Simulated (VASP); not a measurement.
CdSe:

```xyz
2
Lattice="0.0833 3.0851 3.0851 3.0851 0.0833 3.0851 3.0851 3.0851 0.0833" Properties=species:S:1:pos:R:3 pbc="T T T"
Cd    0.0186    0.0186    0.0186
Se    1.5447    1.5447    1.5447
```

This cell differs from its parent crystal: epitaxial 111 strain -2.1%.

Program: VASP 6.6.1. Alike in all runs: task single point; potentials or basis VASP PAW PBE potentials, release 64 (Cd, Se); no spin polarisation; cell as given.

Task: Order these runs on this cell by their band gap on the k mesh, lowest first.
A. level PBE; k mesh 8 × 8 × 8; cutoff (eV) 500; smearing fermi-dirac 0.02 eV
B. level HSE06; k mesh 6 × 6 × 6; cutoff (eV) 520; smearing gaussian 0.01 eV; grid for exact exchange (PRECFOCK) Normal; share of exact exchange 0.25; screening parameter 0.2079 1/Å
C. level r2SCAN; k mesh 8 × 8 × 8; cutoff (eV) 520; smearing gaussian 0.01 eV

Result: A (0.52 eV), C (0.99 eV), B (1.46 eV).
